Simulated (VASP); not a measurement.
# Mg4H in VASP: notebook

Runs on Mg4H. Level: PBE. Tasks: single point.

Everything below comes from runs of VASP 6.6.1. Logs are shortened: lines on timing, memory, paths and dates and some standing lists are left out, and cuts for length are marked.

## Step 1: The cell of the first run

The cell holds a slab with vacuum, 10 atoms: a = 6.420 Å, b = 5.138 Å, c = 21.664 Å, α = 90.00°, β = 90.00°, γ = 90.00°.

## Step 2: Single point, PBE

Input file INCAR:

```
SYSTEM = Mg4H
PREC = Accurate ; ENCUT = 520
EDIFF = 1E-6 ; ISMEAR = 0
SIGMA = 0.1 ; LREAL = .False.
LASPH = .True. ; NELM = 60
ALGO = Normal ; ISIF = 2
LWAVE = .False. ; LCHARG = .True.
LDIPOL = .True. ; IDIPOL = 3
DIPOL = 0.5 0.5 0.292 ; GGA = PE
LELF = .True. ; LVHAR = .True.
LVACPOTAV = .True. ; NBANDS = 20
```

Input file KPOINTS:

```
regular mesh
0
Gamma
  4 5 1
  0 0 0
```

Input file POSCAR:

```
Mg4H
1.0
    6.4201385733      0.0000000000      0.0000000000
    0.0000000000      5.1379129567      0.0000000000
    0.0000000000      0.0000000000     21.6644777330
Mg H
8 2
Direct
    0.0000000000      0.7500000000      0.1846340378
    0.5000000000      0.7500000000      0.1846340378
    0.2500000000      0.2500000000      0.2274076137
    0.7500000000      0.2500000000      0.2274076137
    0.2500000000      0.7500000000      0.3173234500
    0.7500000000      0.7500000000      0.3173234500
    0.0000000000      0.2500000000      0.3537808678
    0.5000000000      0.2500000000      0.3537808678
    0.6993780397      0.0833333333      0.3745521971
    0.8006219603      0.0833333333      0.3745521971
```

Potentials or basis: VASP PAW PBE potentials, release 64 (Mg, H).

Run with:

```sh
$ cat potpaw_PBE.64/Mg/POTCAR potpaw_PBE.64/H/POTCAR > POTCAR
$ mpirun -np 1 vasp_std > vasp.out
```

OUTCAR:

```text
SYSTEM = Mg4H
   PREC = Accurate
   ENCUT = 520
   EDIFF = 1E-6
   ISMEAR = 0
   LREAL = .False.
   LASPH = .True.
   NELM = 60
   ISIF = 2
   GGA = PE

 ion  position               nearest neighbor table
   1  0.000  0.750  0.185-   3 3.17   4 3.17   3 3.17   4 3.17   2 3.21   2 3.21   6 3.29   5 3.29

   2  0.500  0.750  0.185-   3 3.17   4 3.17   3 3.17   4 3.17   1 3.21   1 3.21   6 3.29   5 3.29

   3  0.250  0.250  0.227-   1 3.17   2 3.17   1 3.17   2 3.17   7 3.17   8 3.17   4 3.21   4 3.21
                             5 3.22   5 3.22
   4  0.750  0.250  0.227-   1 3.17   2 3.17   1 3.17   2 3.17   7 3.17   8 3.17   3 3.21   3 3.21
                             6 3.22   6 3.22
   5  0.250  0.750  0.317-   7 3.13   8 3.13   7 3.13   8 3.13   6 3.21   6 3.21   3 3.22   3 3.22
                             1 3.29   2 3.29
   6  0.750  0.750  0.317-   9 2.14  10 2.14   7 3.13   8 3.13   7 3.13   8 3.13   5 3.21   5 3.21
                             4 3.22   4 3.22   1 3.29   2 3.29
   7  0.000  0.250  0.354-  10 1.60   9 2.16   5 3.13   6 3.13   5 3.13   6 3.13   3 3.17   4 3.17
                             8 3.21   8 3.21
   8  0.500  0.250  0.354-   9 1.60  10 2.16   5 3.13   6 3.13   5 3.13   6 3.13   3 3.17   4 3.17
                             7 3.21   7 3.21
   9  0.699  0.083  0.375-  10 0.65   8 1.60   6 2.14   7 2.16
  10  0.801  0.083  0.375-   9 0.65   7 1.60   6 2.14   8 2.16

  LATTYP: Found a simple orthorhombic cell.
 ALAT       =     5.1379129567
 B/A-ratio  =     1.2495615686
 C/A-ratio  =     4.2165910391

  Lattice vectors:

 A1 = (   0.0000000000,  -5.1379129567,   0.0000000000)
 A2 = (   6.4201385733,   0.0000000000,   0.0000000000)
 A3 = (   0.0000000000,   0.0000000000,  21.6644777330)

Analysis of symmetry for initial positions (statically):
=====================================================================
 Subroutine PRICEL returns:
 Original cell was already a primitive cell.

 Routine SETGRP: Setting up the symmetry group for a
 simple orthorhombic supercell.

 Subroutine GETGRP returns: Found  2 space group operations
 (whereof  1 operations were pure point group operations)
 out of a pool of  8 trial point group operations.

The static configuration has the point symmetry C_1 .
 The point group associated with its full space group is C_1h.

Analysis of symmetry for dynamics (positions and initial velocities):
=====================================================================
 Subroutine PRICEL returns:
 Original cell was already a primitive cell.

 Routine SETGRP: Setting up the symmetry group for a
 simple orthorhombic supercell.

 Subroutine GETGRP returns: Found  2 space group operations
 (whereof  1 operations were pure point group operations)
 out of a pool of  8 trial point group operations.

The dynamic configuration has the point symmetry C_1 .
 The point group associated with its full space group is C_1h.

 Subroutine INISYM returns: Found  2 space group operations
 (whereof  1 operations are pure point group operations),
 and found     1 'primitive' translations

----------------------------------------------------------------------------------------

                                     Primitive cell

  volume of cell :     714.6269

  direct lattice vectors                    reciprocal lattice vectors
     6.420138573  0.000000000  0.000000000     0.155759878  0.000000000  0.000000000
     0.000000000  5.137912957  0.000000000     0.000000000  0.194631557  0.000000000
     0.000000000  0.000000000 21.664477733     0.000000000  0.000000000  0.046158509

  length of vectors
     6.420138573  5.137912957 21.664477733     0.155759878  0.194631557  0.046158509

  position of ions in fractional coordinates (direct lattice)
     0.000000000  0.750000000  0.184634038
     0.500000000  0.750000000  0.184634038
     0.250000000  0.250000000  0.227407614
     0.750000000  0.250000000  0.227407614
     0.250000000  0.750000000  0.317323450
     0.750000000  0.750000000  0.317323450
     0.000000000  0.250000000  0.353780868
     0.500000000  0.250000000  0.353780868
     0.699378040  0.083333333  0.374552197
     0.800621960  0.083333333  0.374552197

  ion indices of the primitive-cell ions
   primitive index   ion index
                 1           1
                 2           2
                 3           3
                 4           4
                 5           5
                 6           6
                 7           7
                 8           8
                 9           9
                10          10

----------------------------------------------------------------------------------------

 KPOINTS: regular mesh

Automatic generation of k-mesh.
 Grid dimensions read from file:
 generate k-points for:    4    5    1

 Generating k-lattice:

  Cartesian coordinates                     Fractional coordinates (reciprocal lattice)
     0.038939969  0.000000000  0.000000000     0.250000000  0.000000000  0.000000000
     0.000000000  0.038926311  0.000000000     0.000000000  0.200000000  0.000000000
     0.000000000  0.000000000  0.046158509     0.000000000  0.000000000  1.000000000

  Length of vectors
     0.038939969  0.038926311  0.046158509

  Shift w.r.t. Gamma in fractional coordinates (k-lattice)
     0.000000000  0.000000000  0.000000000

 Subroutine IBZKPT returns following result:
 ===========================================

 Found      9 irreducible k-points:

 Following reciprocal coordinates:
            Coordinates               Weight
  0.000000  0.000000  0.000000      1.000000
  0.250000  0.000000  0.000000      2.000000
  0.500000  0.000000  0.000000      1.000000
  0.000000  0.200000  0.000000      2.000000
  0.250000  0.200000  0.000000      4.000000
  0.500000  0.200000  0.000000      2.000000
  0.000000  0.400000  0.000000      2.000000
  0.250000  0.400000  0.000000      4.000000
  0.500000  0.400000  0.000000      2.000000
   k-points           NKPTS =      9   k-points in BZ     NKDIM =      9   number of bands    NBANDS=     20
   number of dos      NEDOS =    301   number of ions     NIONS =     10
   total plane-waves  NPLWV = 311040
   dimension x,y,z NGX =    48 NGY =   40 NGZ =  162
   dimension x,y,z NGXF=    96 NGYF=   80 NGZF=  324
   ions per type =               8   2
   NGX,Y,Z   is equivalent  to a cutoff of  12.43, 12.94, 12.43 a.u.
   NGXF,Y,Z  is equivalent  to a cutoff of  24.86, 25.89, 24.86 a.u.
 SYSTEM =  Mg4H
   PREC   = accura    normal or accurate (medium, high low for compatibility)
   ISTART =      0    job   : 0-new  1-cont  2-samecut
   ICHARG =      2    charge: 1-file 2-atom 10-const
   ISPIN  =      1    spin polarized calculation?
   LNONCOLLINEAR =      F non collinear calculations
   LSORBIT =      F    spin-orbit coupling
   LASPH  =      T    aspherical Exc in radial PAW
   ENCUT  =  520.0 eV  38.22 Ry    6.18 a.u.  11.94  9.55 40.28*2*pi/ulx,y,z
   NELM   =     60;   NELMIN=  2; NELMDL= -5     # of ELM steps
   EDIFF  = 0.1E-05   stopping-criterion for ELM
   LREAL  =      F    real-space projection
   EDIFFG = 0.1E-04   stopping-criterion for IOM
   NSW    =      0    number of steps for IOM
   IBRION =     -1    ionic relax: 0-MD 1-quasi-New 2-CG
   NFREE  =      0    steps in history (QN), initial steepest desc. (CG)
   ISIF   =      2    stress and relaxation
   ISYM   =      2    0-nonsym 1-usesym 2-fastsym
   POTIM  = 0.5000    time-step for ionic-motion
   TEBEG  =    0.0;   TEEND  =   0.0 temperature during run
   PSTRESS=    0.0 pullay stress
   NELECT =      18.0000    total number of electrons
   NUPDOWN=      -1.0000    fix difference up-down
   EMIN   =  10.00;   EMAX   =-10.00  energy-range for DOS
   EFERMI =   0.00;   METHOD = LEGACY
   ISMEAR =     0;   SIGMA  =   0.10  broadening in eV -4-tet -1-fermi 0-gaus
   EFERMI_NEDOS =   21; number of points for ismear=-14 and -15
   IALGO  =     38    algorithm
   IMIX   =      4    mixing-type and parameters
     AMIX     =   0.40;   BMIX     =  1.00
     AMIX_MAG =   1.60;   BMIX_MAG =  1.00
  volume/ion in A,a.u.               =      71.46       482.25
  Fermi-wavevector in a.u.,A,eV,Ry     =   0.479887  0.906855  3.133310  0.230292
  Thomas-Fermi vector in A             =   1.477146
   LORBIT       =      0    0 simple, 1 ext, 2 COOP (PROOUT), +10 PAW based schemes
   GGA     = PE    functional components
   LHFCALC =     F    Hartree Fock is set to
   AEXX    =    0.0000 exact exchange contribution
   IVDW    =     0    specifies the selected vdW correction
   LEPSILON=     F    determine dielectric tensor
   LRPA    =     F    only Hartree local field effects (RPA)
 non-spin polarized calculation
 Gauss-broadening in eV      SIGMA  =   0.10
  energy-cutoff  :      520.00
  volume of cell :      714.63
 maximum number of plane-waves:     19292
 NGX is ok and might be reduce to    48
   NGX = 23   NGY = 19   NGZ = 81

 dipolmoment           0.000000      0.000000      0.121730 electrons x Angstroem

 number of electron      18.0000000 magnetization

 dipolmoment           0.000000      0.000000     -0.018598 electrons x Angstroem

 Free energy of the ion-electron system (eV)
  ---------------------------------------------------
  ext. energy  EPLUGINS =         0.00000000
  ---------------------------------------------------
  free energy    TOTEN  =       -13.21264597 eV

  energy without entropy =      -13.18137358  energy(sigma->0) =      -13.19700978

 E-fermi :  -1.8037     XC(G=0):  -3.0814

 val. band max:       -1.8329659231   @ k =   0.2500   0.0000   0.0000
 cond. band min:      -1.7839171618   @ k =   0.5000   0.2000   0.0000
 fundamental gap:      0.0490487612
 Fermi energy:        -1.8037268571

 k-point     1 :       0.0000    0.0000    0.0000
  band No.  band energies     occupation
      1     -13.9869      2.00000
      2      -7.6742      2.00000
      3      -5.4171      2.00000
      4      -4.5058      2.00000
      5      -4.1842      2.00000
      6      -2.9801      2.00000
[... 196 lines left out ...]
     19       2.0864      0.00000
     20       2.3791      0.00000

------------------------ aborting loop because EDIFF is reached ----------------------------------------

  FORCE on cell =-STRESS in cart. coord.  units (eV):
  Direction    XX          YY          ZZ          XY          YZ          ZX
  --------------------------------------------------------------------------------------
  -------------------------------------------------------------------------------------
  Total        7.8546325      2.3919531      0.8047220      0.0000000     -1.2470959      0.0000000
  in kB       17.6099080      5.3627046      1.8041686      0.0000000     -2.7959608      0.0000000
  external PRESSURE =       8.2589270 kB  Pullay stress =       0.0000000 kB

 VOLUME and BASIS-vectors are now :
 -----------------------------------------------------------------------------
  energy-cutoff  :      520.00
  volume of cell :      714.63
      direct lattice vectors                 reciprocal lattice vectors
     6.420138573  0.000000000  0.000000000     0.155759878  0.000000000  0.000000000
     0.000000000  5.137912957  0.000000000     0.000000000  0.194631557  0.000000000
     0.000000000  0.000000000 21.664477733     0.000000000  0.000000000  0.046158509

 POSITION                                       TOTAL-FORCE (eV/Angst)
 -----------------------------------------------------------------------------------
      0.00000      3.85343      4.00000        -0.044710      0.072103      0.197254
      3.21007      3.85343      4.00000         0.044710      0.072103      0.197254
      1.60503      1.28448      4.92667         0.000000      0.019020     -0.115894
      4.81510      1.28448      4.92667         0.000000     -0.060444     -0.202383
      1.60503      3.85343      6.87465         0.000000      0.080468      0.048714
      4.81510      3.85343      6.87465         0.000000     -0.675621     -0.507164
      0.00000      1.28448      7.66448         2.534789      1.692859     -0.975933
      3.21007      1.28448      7.66448        -2.534789      1.692859     -0.975933
      4.49010      0.42816      8.11448        -5.167996     -1.446674      1.167042
      5.14010      0.42816      8.11448         5.167996     -1.446674      1.167042
 -----------------------------------------------------------------------------------
    total drift:                               -0.000000      0.000065      0.000357

  FREE ENERGIE OF THE ION-ELECTRON SYSTEM (eV)
  ---------------------------------------------------
  free  energy   TOTEN  =       -13.2126459749 eV

  energy  without entropy=      -13.1813735756  energy(sigma->0) =      -13.19700978

 vacuum level on the upper side and lower side of the slab         1.659         1.762
```

Wall time 3.9 min (1 thread of Oxide Virtual Turin-like, shared host); peak memory 0.6 GiB.

What came out:

```yaml
Free_energy: -13.2126 eV
Largest_force: 5.492 eV/Å
Band_gap_on_the_k_mesh: zero (bands 9 and 10 overlap by 0.23 eV)
```

Forces on the atoms (eV/Å):
```
Mg  -0.045  0.072  0.197
Mg   0.045  0.072  0.197
Mg   0.000  0.019 -0.116
Mg   0.000 -0.060 -0.202
Mg   0.000  0.080  0.049
Mg   0.000 -0.676 -0.507
Mg   2.535  1.693 -0.976
Mg  -2.535  1.693 -0.976
H   -5.168 -1.447  1.167
H    5.168 -1.447  1.167
```

## Step 3: Single point, PBE

Input file INCAR:

```
PREC = Accurate
ENCUT = 520
EDIFF = 1E-6
ISMEAR = 0
SIGMA = 0.1
LREAL = F
LASPH = T
NELM = 60
ALGO = Normal
ISIF = 2
LWAVE = F
LCHARG = T
LDIPOL = T
IDIPOL = 3
DIPOL = 0.5 0.5 0.297
GGA = PE
LELF = T
LVHAR = T
LVACPOTAV = T
NBANDS = 20
```

Input file KPOINTS:

```
Automatic mesh
0
Gamma
  4 5 1
```

POSCAR, as its differences from that of step 2:

```diff
@@ -16,3 +16,3 @@
     0.5000000000      0.2500000000      0.3537808678
-    0.6993780397      0.0833333333      0.3745521971
-    0.8006219603      0.0833333333      0.3745521971
+    0.6993780397      0.0833333333      0.4040936431
+    0.8006219603      0.0833333333      0.4040936431
```

Potentials or basis: VASP PAW PBE potentials, release 64 (Mg, H).

Run with:

```sh
$ cat potpaw_PBE.64/Mg/POTCAR potpaw_PBE.64/H/POTCAR > POTCAR
$ mpirun -np 1 vasp_std > vasp.out
```

Wall time 3 min (1 thread of Oxide Virtual Turin-like, shared host); peak memory 0.61 GiB.

The run converged. Its results:

```
Free energy            : -14.5918 eV
Largest force          : 5.697 eV/Å
Band gap on the k mesh : zero (bands 9 and 10 overlap by 0.48 eV)
```

Forces in eV/Å, atoms in the order of the input:
```
Mg   0.102  0.016  0.186
Mg  -0.102  0.016  0.186
Mg   0.000  0.045 -0.180
Mg   0.000 -0.053  0.010
Mg   0.000  0.065  0.056
Mg   0.000 -0.345 -0.362
Mg   0.916  0.579 -0.794
Mg  -0.916  0.579 -0.794
H   -5.616 -0.451  0.846
H    5.616 -0.451  0.846
```

Levels at points of the mesh, in eV from the Fermi level:
```csv
k point,band 5,band 6,band 7,band 8,band 9,band 10,band 11,band 12,band 13,band 14
"(0.00, 0.00, 0.00)",-2.46,-1.01,-0.81,-0.65,-0.25,-0.07,1.01,1.50,1.63,1.91
"(0.50, 0.00, 0.00)",-2.57,-0.48,-0.14,-0.01,0.40,0.69,0.75,1.37,1.53,1.74
```

## Step 4: Single point, PBE

Input file INCAR:

```
ALGO     = Normal         # electronic algorithm
DIPOL    = 0.5 0.5 0.303
EDIFF    = 1E-7           # SCF threshold, eV
ENCUT    = 520            # plane-wave cutoff, eV
GGA      = PE             # functional
IDIPOL   = 3            
ISIF     = 2              # what is computed and relaxed
ISMEAR   = 0              # smearing method
LASPH    = T              # aspherical terms in the spheres
LCHARG   = F              # write CHGCAR
LDIPOL   = T            
LREAL    = F              # projectors in reciprocal space
LWAVE    = F              # write WAVECAR
NBANDS   = 20             # bands
NELM     = 100            # most SCF steps
PREC     = Accurate       # precision mode
SIGMA    = 0.1            # smearing width, eV
```

Input file KPOINTS:

```
k-points
0
Gamma
  4 5 1
```

POSCAR, as its differences from that of step 3:

```diff
@@ -16,3 +16,3 @@
     0.5000000000      0.2500000000      0.3537808678
-    0.6993780397      0.0833333333      0.4040936431
-    0.8006219603      0.0833333333      0.4040936431
+    0.6993780397      0.0833333333      0.4336350891
+    0.8006219603      0.0833333333      0.4336350891
```

Run with:

```sh
$ cat potpaw_PBE.64/Mg/POTCAR potpaw_PBE.64/H/POTCAR > POTCAR
$ mpirun -np 1 vasp_std > vasp.out
```

Run time: 4.7 min. Hardware: 1 thread of Oxide Virtual Turin-like, shared host; peak memory 0.61 GiB.

It converged, with:

| Property | Result |
| --- | --- |
| Free energy | -15.3806 eV |
| Largest force | 5.213 eV/Å |
| Band gap on the k mesh | zero (bands 9 and 10 overlap by 0.43 eV) |

Forces on the atoms (eV/Å):
```
Mg   0.144  0.000  0.182
Mg  -0.144  0.000  0.182
Mg   0.000  0.051 -0.219
Mg   0.000 -0.055 -0.025
Mg   0.000  0.037  0.064
Mg   0.000 -0.124 -0.203
Mg   0.328  0.154 -0.408
Mg  -0.328  0.154 -0.408
H   -5.196 -0.109  0.418
H    5.196 -0.109  0.418
```

Levels at points of the mesh, in eV from the Fermi level:
| k point | band 7 | band 8 | band 9 | band 10 | band 11 | band 12 |
| --- | --- | --- | --- | --- | --- | --- |
| (0.00, 0.00, 0.00) | -0.73 | -0.38 | -0.37 | -0.07 | 1.14 | 1.65 |
| (0.50, 0.00, 0.00) | 0.02 | 0.09 | 0.29 | 0.74 | 0.78 | 1.62 |

## Step 5: Overview

```csv
cell,gap on the mesh (eV),largest force (eV/Å)
"as given, atomic positions A",none,5.49
"as given, atomic positions B",none,5.70
"as given, atomic positions C",none,5.21
```

Alike in all rows: task single point; level PBE; potentials or basis VASP PAW PBE potentials, release 64 (Mg, H); no spin polarisation; k mesh 4 × 5 × 1; cutoff (eV) 520; smearing gaussian 0.1 eV.

Total energies depend on the potentials used, so only differences within one code and one set of settings carry meaning.

The gap in the log of VASP goes by the Fermi energy; the results here count the filled bands.